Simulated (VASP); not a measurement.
Input of a VASP 6.6.1 run:

Contents of INCAR:

```
  PREC = Accurate
  ENCUT = 520
  EDIFF = 1E-7
  ISMEAR = 0
  SIGMA = 0.1
  LREAL = False
  LASPH = True
  NELM = 60
  ALGO = Normal
  ISIF = 2
  LWAVE = False
  LCHARG = False
  GGA = PE
  NBANDS = 14
```

Contents of KPOINTS:

```
regular mesh
0
Gamma
  6 6 6
```

File POSCAR:

```
Re
1.0
    1.4102428270     -4.0589727957      0.0000000000
    1.4102428270      4.0589727957      0.0000000000
    0.0000000000      0.0000000000      2.7892631128
Re
2
Direct
    0.8609927037      0.1390072963      0.2500000000
    0.1390072963      0.8609927037      0.7500000000
```

Potentials or basis: VASP PAW PBE potentials, release 64 (Re).

The run is started by

```bash
$ cat potpaw_PBE.64/Re/POTCAR > POTCAR
$ mpirun -np 1 vasp_std > vasp.out
```

Task: Estimate the band gap on the k mesh.

Result: Zero (band 7 reaches 10.13 eV, above the bottom of band 8 at 6.10 eV).

Task: Predict the pressure.

Result: -0.6 GPa.

Stress tensor (GPa, compression positive):
```
-0.29  0.00  0.00
 0.00 -1.03  0.00
 0.00  0.00 -0.53
```

Caveat: the k points lie up to 0.39 Å⁻¹ apart; spin-orbit coupling is left out, which moves the levels of the heavy elements.
